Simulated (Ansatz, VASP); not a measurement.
**Ir in VASP and in Ansatz**

INCAR

```
PREC = Accurate
ENCUT = 520
EDIFF = 1E-6
ISMEAR = 0
SIGMA = 0.15
LREAL = False
LASPH = True
NELM = 80
ALGO = Normal
ISIF = 2
LWAVE = False
LCHARG = False
GGA = PS
NBANDS = 10
```

File KPOINTS:

```
regular mesh
0
Gamma
  22 22 22
```

File POSCAR:

```
Ir
1.0
    0.0000000000      1.9005030000      1.9197000000
    1.9197000000      0.0000000000      1.9197000000
    1.9197000000      1.9005030000      0.0000000000
Ir
1
Direct
    0.0000000000      0.0000000000      0.0000000000
```

Input for Ansatz:

```yaml
crystal:
  lattice:
    - [0.0, 1.900503, 1.9197]
    - [1.9197, 0.0, 1.9197]
    - [1.9197, 1.900503, 0.0]
  atoms:
    - { symbol: Ir, position: [0.0, 0.0, 0.0] }
basis:
  ecutwfc: 420
kpoints:
  mp_grid: { grid: [22, 22, 22] }
hamiltonian:
  xc: pbesol
scf:
  occupations: { method: gaussian, width: 0.15 }
output:
  forces: true
  stress: true
  eigenvalues: true
```

Change from the starting cell: strain -0.0100 x Voigt [0, 1, 0, 0, 0, 0], atoms carried along.

Alike in both runs: task single point; functional PBEsol; k mesh 22 × 22 × 22; occupations gaussian, width 0.15 eV; no spin polarisation.

```csv
,VASP,Ansatz
version,VASP 6.6.1,Ansatz 0.2.0
potentials or method,"VASP PAW PBE potentials, release 64 (Ir), cutoff 520 eV","scalar-relativistic, plane waves, PAW"
valence electrons in the cell,9,17
```

```csv
,VASP,Ansatz,Ansatz less VASP
gap on the k mesh at the Fermi level (eV),none,none,-
pressure (GPa),2.3,1.3,-1.01
"traceless stress, the component that is largest in VASP (GPa)",2.55,2.56,+0.008
```

VASP's potentials were made for PBE, not for PBEsol. A gap of «none» marks a metal or a gap that the smearing closes. With one functional, cell and mesh, what is left measures potentials, basis and numerics. VASP's potentials hold 9 valence electrons a cell and Ansatz's 17, so a difference there can come from the potentials and not from the codes.

Spin-orbit coupling is off throughout.
